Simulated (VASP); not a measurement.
# Pd (Im-3m) in VASP: notebook

Pd is run at these levels: PBE; tasks: single point, relaxation of cell and atoms.

Program: VASP 6.6.1. These are calculated values, not measurements. Logs are shortened: lines on timing, memory, paths and dates and some standing lists are left out, and cuts for length are marked.

### 1 The cell of the first run

The structure is cubic, space group Im-3m (No. 229). Conventional cell: a = 3.137 Å, b = 3.137 Å, c = 3.137 Å, α = 90.00°, β = 90.00°, γ = 90.00°. Within 3.6 Å of Pd (site symmetry m-3m) lie 14 Pd at 2.72 to 3.14 Å.

This isn't the form of Pd at room conditions, which is fcc.

### 2 Single point, PBE, collinear spin

INCAR

```
SYSTEM = Pd
  PREC = Accurate
  ENCUT = 500
  EDIFF = 1E-6
  ISMEAR = -1
  SIGMA = 0.1
  LREAL = .FALSE.
  LASPH = .TRUE.
  NELM = 200
  ALGO = Normal
  ISIF = 2
  LWAVE = .FALSE.
  LCHARG = .TRUE.
  ISPIN = 2
  MAGMOM = 0.5 -0.5
  LORBIT = 11
  LMAXMIX = 4
  GGA = PE
  LELF = .TRUE.
  LVHAR = .TRUE.
  NBANDS = 21
  GGA_COMPAT = .FALSE.
```

KPOINTS

```
Automatic mesh
0
G
  5 5 5
  0 0 0
```

POSCAR

```
Pd
1.0
    3.1373983922      0.0000000000      0.0000000000
    0.0000000000      3.1373983922      0.0000000000
    0.0000000000      0.0000000000      3.1373983922
Pd
2
Direct
    0.0000000000      0.0000000000      0.0000000000
    0.5000000000      0.5000000000      0.5000000000
```

Potentials or basis: VASP PAW PBE potentials, release 64 (Pd).

Launch:

```
> cat potpaw_PBE.64/Pd/POTCAR > POTCAR
> mpirun -np 1 vasp_std > vasp.out
```

OUTCAR:

```text
SYSTEM = Pd
   PREC = Accurate
   ENCUT = 500
   EDIFF = 1E-6
   ISMEAR = -1
   LREAL = .FALSE.
   LASPH = .TRUE.
   NELM = 200
   ISIF = 2
   ISPIN = 2
   LORBIT = 11
   GGA = PE

 ion  position               nearest neighbor table
   1  0.000  0.000  0.000-   2 2.72   2 2.72   2 2.72   2 2.72   2 2.72   2 2.72   2 2.72   2 2.72

   2  0.500  0.500  0.500-   1 2.72   1 2.72   1 2.72   1 2.72   1 2.72   1 2.72   1 2.72   1 2.72

  LATTYP: Found a simple cubic cell.
 ALAT       =     3.1373983922

  Lattice vectors:

 A1 = (   3.1373983922,   0.0000000000,   0.0000000000)
 A2 = (   0.0000000000,   3.1373983922,   0.0000000000)
 A3 = (   0.0000000000,   0.0000000000,   3.1373983922)

Analysis of symmetry for initial positions (statically):
=====================================================================
 Subroutine PRICEL returns following result:

  LATTYP: Found a body centered cubic cell.
 ALAT       =     3.1373983922

  Lattice vectors:

 A1 = (   1.5686991961,   1.5686991961,  -1.5686991961)
 A2 = (  -1.5686991961,   1.5686991961,   1.5686991961)
 A3 = (   1.5686991961,  -1.5686991961,   1.5686991961)

   2 primitive cells build up your supercell.

 Routine SETGRP: Setting up the symmetry group for a
 simple cubic supercell.

 Subroutine GETGRP returns: Found 48 space group operations
 (whereof 48 operations were pure point group operations)
 out of a pool of 48 trial point group operations.

The static configuration has the point symmetry O_h .

Analysis of symmetry for dynamics (positions and initial velocities):
=====================================================================
 Subroutine PRICEL returns following result:

  LATTYP: Found a body centered cubic cell.
 ALAT       =     3.1373983922

  Lattice vectors:

 A1 = (   1.5686991961,   1.5686991961,  -1.5686991961)
 A2 = (  -1.5686991961,   1.5686991961,   1.5686991961)
 A3 = (   1.5686991961,  -1.5686991961,   1.5686991961)

   2 primitive cells build up your supercell.

 Routine SETGRP: Setting up the symmetry group for a
 simple cubic supercell.

 Subroutine GETGRP returns: Found 48 space group operations
 (whereof 48 operations were pure point group operations)
 out of a pool of 48 trial point group operations.

The dynamic configuration has the point symmetry O_h .

Analysis of structural, dynamic, and magnetic symmetry:
=====================================================================
 Subroutine PRICEL returns following result:

  LATTYP: Found a body centered cubic cell.
 ALAT       =     3.1373983922

  Lattice vectors:

 A1 = (   1.5686991961,   1.5686991961,  -1.5686991961)
 A2 = (  -1.5686991961,   1.5686991961,   1.5686991961)
 A3 = (   1.5686991961,  -1.5686991961,   1.5686991961)

   2 primitive cells build up your supercell.

 Routine SETGRP: Setting up the symmetry group for a
 simple cubic supercell.

 Subroutine GETGRP returns: Found 48 space group operations
 (whereof 48 operations were pure point group operations)
 out of a pool of 48 trial point group operations.

The overall configuration has the point symmetry O_h .

 Subroutine INISYM returns: Found 48 space group operations
 (whereof 48 operations are pure point group operations),
 and found     2 'primitive' translations

----------------------------------------------------------------------------------------

                                     Primitive cell

  volume of cell :      15.4411

  direct lattice vectors                    reciprocal lattice vectors
     1.568699196  1.568699196 -1.568699196     0.318735422  0.318735422  0.000000000
    -1.568699196  1.568699196  1.568699196    -0.000000000  0.318735422  0.318735422
     1.568699196 -1.568699196  1.568699196     0.318735422  0.000000000  0.318735422

  length of vectors
     2.717066709  2.717066709  2.717066709     0.450759956  0.450759956  0.450759956

  position of ions in fractional coordinates (direct lattice)
     0.000000000  0.000000000  0.000000000

  ion indices of the primitive-cell ions
   primitive index   ion index
                 1           1

----------------------------------------------------------------------------------------

 KPOINTS: Automatic mesh

Automatic generation of k-mesh.
 Grid dimensions read from file:
 generate k-points for:    5    5    5

 Generating k-lattice:

  Cartesian coordinates                     Fractional coordinates (reciprocal lattice)
     0.063747084  0.000000000  0.000000000     0.200000000  0.000000000  0.000000000
     0.000000000  0.063747084  0.000000000     0.000000000  0.200000000  0.000000000
     0.000000000  0.000000000  0.063747084     0.000000000  0.000000000  0.200000000

  Length of vectors
     0.063747084  0.063747084  0.063747084

  Shift w.r.t. Gamma in fractional coordinates (k-lattice)
     0.000000000  0.000000000  0.000000000

 Subroutine IBZKPT returns following result:
 ===========================================

 Found     10 irreducible k-points:

[... 33 lines left out ...]
   NSW    =      0    number of steps for IOM
   IBRION =     -1    ionic relax: 0-MD 1-quasi-New 2-CG
   NFREE  =      0    steps in history (QN), initial steepest desc. (CG)
   ISIF   =      2    stress and relaxation
   ISYM   =      2    0-nonsym 1-usesym 2-fastsym
   POTIM  = 0.5000    time-step for ionic-motion
   TEBEG  =    0.0;   TEEND  =   0.0 temperature during run
   PSTRESS=    0.0 pullay stress
   NELECT =      20.0000    total number of electrons
   NUPDOWN=      -1.0000    fix difference up-down
   EMIN   =  10.00;   EMAX   =-10.00  energy-range for DOS
   EFERMI =   0.00;   METHOD = LEGACY
   ISMEAR =    -1;   SIGMA  =   0.10  broadening in eV -4-tet -1-fermi 0-gaus
   EFERMI_NEDOS =   21; number of points for ismear=-14 and -15
   IALGO  =     38    algorithm
   IMIX   =      4    mixing-type and parameters
     AMIX     =   0.40;   BMIX     =  1.00
     AMIX_MAG =   1.60;   BMIX_MAG =  1.00
  volume/ion in A,a.u.               =      15.44       104.20
  Fermi-wavevector in a.u.,A,eV,Ry     =   1.416387  2.676583 27.295344  2.006151
  Thomas-Fermi vector in A             =   2.537726
   LORBIT       =     11    0 simple, 1 ext, 2 COOP (PROOUT), +10 PAW based schemes
   GGA     = PE    functional components
   LHFCALC =     F    Hartree Fock is set to
   AEXX    =    0.0000 exact exchange contribution
   IVDW    =     0    specifies the selected vdW correction
   LEPSILON=     F    determine dielectric tensor
   LRPA    =     F    only Hartree local field effects (RPA)
 spin polarized calculation
  energy-cutoff  :      500.00
  volume of cell :       30.88
 maximum number of plane-waves:       796
 NGX is ok and might be reduce to    24

 number of electron      20.0000018 magnetization      -0.0000000

 number of electron      20.0000018 magnetization       0.0000000

 Free energy of the ion-electron system (eV)
  ---------------------------------------------------
  ext. energy  EPLUGINS =         0.00000000
  ---------------------------------------------------
  free energy    TOTEN  =       -10.34984148 eV

  energy without entropy =      -10.25127696  energy(sigma->0) =      -10.30055922

 E-fermi :   9.0026     XC(G=0): -12.8953

 val. band max:        8.9141705097   @ k =   0.4000   0.0000   0.0000
 cond. band min:       9.0208557507   @ k =   0.4000   0.2000   0.0000
 fundamental gap:      0.1066852410
 Fermi energy:         9.0026336317

 spin component 1

 k-point     1 :       0.0000    0.0000    0.0000
  band No.  band energies     occupation
      1       2.2481      1.00000
      2       4.1538      1.00000
      3       4.1538      1.00000
      4       6.2691      1.00000
      5       6.2691      1.00000
      6       6.2691      1.00000
[... 213 lines left out ...]
      4       6.0267      1.00000
      5       6.0267      1.00000
      6       6.1444      1.00000
[... 13 lines left out ...]
     20      35.3481      0.00000
     21      35.4687      0.00000
 Fermi energy:         9.0026336317

 spin component 2

 k-point     1 :       0.0000    0.0000    0.0000
  band No.  band energies     occupation
      1       2.2481      1.00000
      2       4.1538      1.00000
      3       4.1538      1.00000
      4       6.2691      1.00000
      5       6.2691      1.00000
      6       6.2691      1.00000
[... 214 lines left out ...]
      5       6.0267      1.00000
      6       6.1444      1.00000
[... 13 lines left out ...]
     20      35.3481      0.00000
     21      35.4687      0.00000

------------------------ aborting loop because EDIFF is reached ----------------------------------------

  FORCE on cell =-STRESS in cart. coord.  units (eV):
  Direction    XX          YY          ZZ          XY          YZ          ZX
  --------------------------------------------------------------------------------------
  -------------------------------------------------------------------------------------
  Total        0.0886084      0.0886084      0.0886084      0.0000000      0.0000000      0.0000000
  in kB        4.5970220      4.5970220      4.5970220      0.0000000      0.0000000      0.0000000
  external PRESSURE =       4.5970220 kB  Pullay stress =       0.0000000 kB

 VOLUME and BASIS-vectors are now :
 -----------------------------------------------------------------------------
  energy-cutoff  :      500.00
  volume of cell :       30.88
      direct lattice vectors                 reciprocal lattice vectors
     3.137398392  0.000000000  0.000000000     0.318735422  0.000000000  0.000000000
     0.000000000  3.137398392  0.000000000     0.000000000  0.318735422  0.000000000
     0.000000000  0.000000000  3.137398392     0.000000000  0.000000000  0.318735422

 POSITION                                       TOTAL-FORCE (eV/Angst)
 -----------------------------------------------------------------------------------
      0.00000      0.00000      0.00000         0.000000      0.000000      0.000000
      1.56870      1.56870      1.56870        -0.000000     -0.000000     -0.000000
 -----------------------------------------------------------------------------------
    total drift:                                0.000000      0.000000     -0.000000

  FREE ENERGIE OF THE ION-ELECTRON SYSTEM (eV)
  ---------------------------------------------------
  free  energy   TOTEN  =       -10.3498414764 eV

  energy  without entropy=      -10.2512769622  energy(sigma->0) =      -10.30055922

 total charge

# of ion       s       p       d       tot
------------------------------------------
    1        0.471   0.420   8.469   9.360
    2        0.471   0.420   8.469   9.360
--------------------------------------------------
tot          0.943   0.840  16.938  18.721

 magnetization (x)

# of ion       s       p       d       tot
------------------------------------------
    1        0.000  -0.000  -0.000  -0.000
    2       -0.000   0.000   0.000   0.000
--------------------------------------------------
tot          0.000   0.000   0.000   0.000
```

Run time: 52 s. Hardware: 1 thread of Intel Xeon 8259CL, shared host; peak memory 0.15 GiB.

Results:

| Item | Value |
| --- | --- |
| Free energy | -10.3498 eV |
| Pressure | 0.5 GPa |
| Band gap on the k mesh | zero (filled and empty bands overlap) |
| Net moment | 0.00 μB per cell |
| Valence electrons inside the program's atomic spheres | Pd 9.36 |

Levels at points of the mesh, in eV from the Fermi level:
Spin up:
| k point | band 7 | band 8 | band 9 | band 10 | band 11 | band 12 | band 13 | band 14 |
| --- | --- | --- | --- | --- | --- | --- | --- | --- |
| (0.00, 0.00, 0.00) | -0.86 | -0.86 | 0.22 | 0.22 | 0.22 | 9.11 | 9.11 | 9.11 |
Spin down:
| k point | band 8 | band 9 | band 10 | band 11 | band 12 | band 13 |
| --- | --- | --- | --- | --- | --- | --- |
| (0.00, 0.00, 0.00) | -0.86 | 0.22 | 0.22 | 0.22 | 9.11 | 9.11 |

Caveat: the k points lie up to 0.40 Å⁻¹ apart, too coarse for converged energies and pressures of a metal.

### 3 Single point, PBE, collinear spin

This run uses another cell than the first one: it holds 1 atom, not 2.

INCAR

```
PREC = Accurate
ENCUT = 520
EDIFF = 1E-6
ISMEAR = -1
SIGMA = 0.05
LREAL = F
LASPH = T
NELM = 150
ALGO = Normal
ISIF = 2
LWAVE = F
LCHARG = F
ISPIN = 2
MAGMOM = 0.5
LORBIT = 11
LMAXMIX = 4
GGA = PE
NBANDS = 15
```

KPOINTS

```
regular mesh
0
Gamma
  14 14 14
```

POSCAR

```
Pd
1.0
   -1.5693789834      1.5693789834      1.5693789834
    1.5693789834     -1.5693789834      1.5693789834
    1.5693789834      1.5693789834     -1.5693789834
Pd
1
Direct
    0.0000000000      0.0000000000      0.0000000000
```

Potentials or basis: VASP PAW PBE potentials, release 64 (Pd).

Launch:

```
> cat potpaw_PBE.64/Pd/POTCAR > POTCAR
> mpirun -np 1 vasp_std > vasp.out
```

Wall time 20 s (1 thread of AMD EPYC 9R45 (Zen 5), shared host); peak memory 0.12 GiB.

It converged, with:

```
Free energy                                           : -5.1733 eV
Pressure                                              : -0.3 GPa
Band gap on the k mesh                                : zero (filled and empty bands overlap)
Net moment                                            : 0.00 μB per cell
Valence electrons inside the program's atomic spheres : Pd 9.36
```

Levels at points of the mesh, in eV from the Fermi level:
Spin up:
```csv
k point,band 2,band 3,band 4,band 5,band 6,band 7,band 8,band 9
"(0.00, 0.00, 0.00)",-2.73,-2.73,-2.73,-0.88,-0.88,19.30,19.30,19.30
"(0.50, 0.00, 0.00)",-3.85,-0.95,-0.66,0.58,1.50,7.59,15.05,17.43
"(0.50, 0.50, 0.50)",-4.85,0.22,0.22,0.22,9.09,9.09,9.09,17.02
```
Spin down:
```tsv
k point	band 3	band 4	band 5	band 6	band 7	band 8
(0.00, 0.00, 0.00)	-2.73	-2.73	-0.88	-0.88	19.30	19.30
(0.50, 0.00, 0.00)	-0.95	-0.66	0.58	1.50	7.59	15.05
(0.50, 0.50, 0.50)	0.22	0.22	0.22	9.09	9.09	9.09
```

### 4 Relaxation of cell and atoms, PBE, collinear spin

This run uses another cell than the first one: it holds 1 atom, not 2.

INCAR

```
PREC     = Accurate       # precision mode
ENCUT    = 600            # plane-wave cutoff, eV
EDIFF    = 1E-7           # SCF threshold, eV
ISMEAR   = -1             # smearing method
SIGMA    = 0.05           # smearing width, eV
LREAL    = F              # projectors in reciprocal space
LASPH    = T              # aspherical terms in the spheres
NELM     = 150            # most SCF steps
ALGO     = Normal         # electronic algorithm
ISIF     = 3              # what is computed and relaxed
LWAVE    = F              # write WAVECAR
LCHARG   = F              # write CHGCAR
ISPIN    = 2              # spin polarisation
MAGMOM   = 0.5            # initial moments
LORBIT   = 11             # projections on sites
LMAXMIX  = 4              # l up to which the mixer works
GGA      = PE             # functional
IBRION   = 2              # ionic algorithm
NSW      = 80             # ionic steps
EDIFFG   = -0.01          # ionic threshold
```

KPOINTS

```
Automatic mesh
0
Gamma
  14 14 14
```

POSCAR

```
Pd
1.0
   -1.5436681530      1.5436681530      1.5436681530
    1.5436681530     -1.5436681530      1.5436681530
    1.5436681530      1.5436681530     -1.5436681530
Pd
1
Direct
    0.0000000000      0.0000000000      0.0000000000
```

Launch:

```
> cat potpaw_PBE.64/Pd/POTCAR > POTCAR
> mpirun -np 1 vasp_std > vasp.out
```

Run time: 50 s. Hardware: 1 thread of AMD EPYC 9R45 (Zen 5), shared host; peak memory 0.15 GiB.

The run converged. Its results:

```
Free energy                                           : -5.1729 eV
Relaxed volume                                        : 15.42 Å³/atom
Relaxed cell                                          : a = 2.716 Å, b = 2.716 Å, c = 2.716 Å, α = 109.47°, β = 109.47°, γ = 109.47°
Space group after relaxing (to 0.1 Å)                 : Im-3m (No. 229)
Energy gained by relaxing                             : 18.7 meV/atom
Ionic steps                                           : 4
Pressure after relaxing                               : 0.0 GPa
Band gap on the k mesh                                : zero (filled and empty bands overlap)
Net moment                                            : 0.00 μB per cell
Valence electrons inside the program's atomic spheres : Pd 9.36
```

Step by step:
```csv
step,energy change (eV),largest force (eV/Å),pressure (GPa),volume (Å³)
1,0.0000,0.0000,8.86,14.71
2,0.0152,0.0000,-9.26,16.51
3,-0.0187,0.0000,-0.12,15.44
4,-0.0187,0.0000,0.03,15.42
```

Final structure:
```
Pd
1.0
    -1.56812    1.56812    1.56812
     1.56812   -1.56812    1.56812
     1.56812    1.56812   -1.56812
Pd
1
Direct
  0.00000 0.00000 0.00000
```

Levels at points of the mesh, in eV from the Fermi level:
Spin up:
| k point | band 3 | band 4 | band 5 | band 6 | band 7 | band 8 |
| --- | --- | --- | --- | --- | --- | --- |
| (0.00, 0.00, 0.00) | -2.74 | -2.74 | -0.88 | -0.88 | 19.30 | 19.30 |
| (0.50, 0.00, 0.00) | -0.95 | -0.66 | 0.58 | 1.50 | 7.61 | 15.06 |
| (0.50, 0.50, 0.50) | 0.22 | 0.22 | 0.22 | 9.10 | 9.10 | 9.10 |
Spin down:
```csv
k point,band 3,band 4,band 5,band 6,band 7,band 8
"(0.00, 0.00, 0.00)",-2.74,-2.74,-0.88,-0.88,19.30,19.30
"(0.50, 0.00, 0.00)",-0.95,-0.66,0.58,1.50,7.61,15.06
"(0.50, 0.50, 0.50)",0.22,0.22,0.22,9.10,9.10,9.10
```

### 5 Single point, PBE, collinear spin (13.61 Å³/atom)

INCAR

```
PREC     = Accurate       # precision mode
ENCUT    = 520            # plane-wave cutoff, eV
EDIFF    = 1E-6           # SCF threshold, eV
ISMEAR   = -1             # smearing method
SIGMA    = 0.05           # smearing width, eV
LREAL    = F              # projectors in reciprocal space
LASPH    = T              # aspherical terms in the spheres
NELM     = 150            # most SCF steps
ALGO     = Normal         # electronic algorithm
ISIF     = 2              # what is computed and relaxed
LWAVE    = F              # write WAVECAR
LCHARG   = F              # write CHGCAR
ISPIN    = 2              # spin polarisation
MAGMOM   = 0.5            # initial moments
LORBIT   = 11             # projections on sites
LMAXMIX  = 4              # l up to which the mixer works
GGA      = PE             # functional
NBANDS   = 15             # bands
```

KPOINTS

```
Automatic mesh
0
Gamma
  23 23 23
```

POSCAR

```
Pd
1.0
   -1.5039107248      1.5039107248      1.5039107248
    1.5039107248     -1.5039107248      1.5039107248
    1.5039107248      1.5039107248     -1.5039107248
Pd
1
Direct
    0.0000000000      0.0000000000      0.0000000000
```

Launch:

```
> cat potpaw_PBE.64/Pd/POTCAR > POTCAR
> mpirun -np 1 vasp_std > vasp.out
```

Wall time 70 s (1 thread of AMD EPYC 9R45 (Zen 5), shared host); peak memory 0.19 GiB.

Results (log left out):

- Free energy: -5.0357 eV
- Pressure: 28.8 GPa
- Band gap on the k mesh: zero (filled and empty bands overlap)
- Net moment: 0.00 μB per cell
- Valence electrons inside the program's atomic spheres: Pd 9.64

Levels at points of the mesh, in eV from the Fermi level:
Spin up:
```csv
k point,band 3,band 4,band 5,band 6,band 7,band 8
"(0.00, 0.00, 0.00)",-3.35,-3.35,-1.10,-1.10,19.54,19.54
```
Spin down:
| k point | band 3 | band 4 | band 5 | band 6 | band 7 | band 8 |
| --- | --- | --- | --- | --- | --- | --- |
| (0.00, 0.00, 0.00) | -3.35 | -3.35 | -1.10 | -1.10 | 19.54 | 19.54 |

Caveat: the cell stands under pressure.

### 6 Overview

```csv
task,cell,k mesh,cutoff (eV),smearing,gap on the mesh (eV),pressure (GPa),moment (μB)
single point,"a = 3.137 Å, 2 atoms, atomic positions A",5 × 5 × 5,500,fermi-dirac 0.1 eV,none,0.5,0.00
single point,"a = 2.718 Å, angles 109.5°, 1 atom, atomic positions B",14 × 14 × 14,520,fermi-dirac 0.05 eV,none,-0.3,0.00
relaxation of cell and atoms,"relaxed from a = 2.674 Å, angles 109.5°, 1 atom, atomic positions B",14 × 14 × 14,600,fermi-dirac 0.05 eV,none,0.0,0.00
single point,"a = 2.605 Å, angles 109.5°, 1 atom, atomic positions B",23 × 23 × 23,520,fermi-dirac 0.05 eV,none,28.8,0.00
```

Alike in all rows: level PBE; potentials or basis VASP PAW PBE potentials, release 64 (Pd); spin collinear.

Caveats: some runs use coarse meshes; the cell stands under pressure (at least some runs).

Total energies depend on the potentials used, so only differences within one code and one set of settings carry meaning.
